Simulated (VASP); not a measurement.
Fe:

```
CELL_PARAMETERS angstrom
-1.42350 1.42350 1.42350
1.42350 -1.42350 1.42350
1.42350 1.42350 -1.42350
ATOMIC_POSITIONS crystal
Fe 0.00000 0.00000 0.00000
```

Base run:

| Quantity | Value |
| --- | --- |
| Program | VASP 6.6.1 |
| Functional | b88 exchange, pbe correlation |
| Potentials or basis | VASP PAW PBE potentials, release 64 (Fe) |
| Cutoff | 600 eV |
| k mesh | 13 × 13 × 13 |
| Occupations | fermi-dirac, width 0.05 eV |
| Spin | collinear spin, ferromagnetic start |
| Starting moments | [3.0] μB |

Its results: pressure -4.5 GPa; net moment 2.15 μB per cell; site moments Fe +2.16 μB.

**Question.** The run is repeated on the same cell with these changes: functional from b88 exchange, pbe correlation to HSE06; cutoff from 600 eV to 520 eV; k mesh from 13 × 13 × 13 to 8 × 8 × 8. What comes out?

**Answer.** Pressure 12.0 GPa; net moment 2.78 μB per cell; site moments Fe +2.84 μB.

Several settings changed at once.

Caveats: some runs use coarse meshes; the PAW data sets were made with another functional, which shifts forces and pressure a little; the cell stands under tension (at least some runs).
